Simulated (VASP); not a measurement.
A run of VASP 6.6.1 is set up as follows.

Contents of POSCAR:

```
Sc
1.0
    2.9619194207      0.0000000000      0.0000000000
    0.0000000000      2.9619194207      0.0000000000
    0.0000000000      0.0000000000      2.9619194207
Sc
1
Direct
    0.0000000000      0.0000000000      0.0000000000
```

File INCAR.step1:

```
PREC     = Accurate       # precision mode
ENCUT    = 520            # plane-wave cutoff, eV
ISMEAR   = -1             # smearing method
SIGMA    = 0.1            # smearing width, eV
LREAL    = F              # projectors in reciprocal space
LASPH    = T              # aspherical terms in the spheres
NELM     = 100            # most SCF steps
NBANDS   = 12             # bands
GGA      = PE             # functional
ALGO     = Normal         # electronic algorithm
EDIFF    = 1E-4           # SCF threshold, eV
LWAVE    = T              # write WAVECAR
LCHARG   = F              # write CHGCAR
```

Contents of INCAR.step2:

```
PREC     = Accurate       # precision mode
ENCUT    = 520            # plane-wave cutoff, eV
EDIFF    = 1E-6           # SCF threshold, eV
ISMEAR   = -1             # smearing method
SIGMA    = 0.1            # smearing width, eV
LREAL    = F              # projectors in reciprocal space
LASPH    = T              # aspherical terms in the spheres
NELM     = 100            # most SCF steps
ALGO     = Normal         # electronic algorithm
ISIF     = 2              # what is computed and relaxed
LWAVE    = F              # write WAVECAR
LCHARG   = F              # write CHGCAR
METAGGA  = R2SCAN         # meta-GGA
LMIXTAU  = T            
NBANDS   = 12             # bands
ISTART   = 1
```

KPOINTS

```
regular mesh
0
Gamma
  10 10 10
```

Potentials or basis: VASP PAW PBE potentials, release 64 (Sc_sv).

Command:

```console
$ cat potpaw_PBE.64/Sc_sv/POTCAR > POTCAR
$ cp INCAR.step1 INCAR
$ mpirun -np 1 vasp_std > vasp.out
$ cp INCAR.step2 INCAR
$ mpirun -np 1 vasp_std > vasp.out
```

Problem. Predict the band gap on the k mesh.

Solution. Zero (an odd number of electrons rules out a gap without spin polarisation).

Problem. What does it give for the pressure?

Solution. 0.1 GPa.

Caveat: the PAW data sets were made with another functional, which shifts forces and pressure a little.
